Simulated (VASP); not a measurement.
Runs of VASP 6.6.1 on AlH. The structure is that of space group Cmcm (No. 63), or close to it. The cells are those of the table. 

```csv
task,cell,k mesh,cutoff (eV),gap on the mesh (eV),pressure (GPa),largest force (eV/Å)
relaxation of cell and atoms,"relaxed from a = 4.613, b = 4.613, c = 3.260 Å, angles 90.0, 90.0, 138.4°, 4 atoms",6 × 6 × 6,600,none,0.1,-
single point,"a = 4.613, b = 4.613, c = 3.260 Å, angles 90.0, 90.0, 138.4°, 4 atoms",6 × 6 × 6,520,none,-10.0,(b)
single point,"a = 5.516, b = 5.516, c = 2.735 Å, angles 90.0, 90.0, 150.7°, 4 atoms",6 × 6 × 6,520,none,-0.2,0.01
single point,"a = 5.538, b = 5.538, c = 2.726 Å, angles 90.0, 90.0, 150.8°, 4 atoms",18 × 18 × 18,520,none,(a),-
```

Alike in all rows: level PBE; potentials or basis VASP PAW PBE potentials, release 64 (Al, H); no spin polarisation; smearing gaussian 0.1 eV.

Question: Fill in the values left out.

Answer: (a) -0.1; (b) 0.22.

Caveats: some runs use coarse meshes.

A gap of «none» marks levels without a gap at the run's occupations.
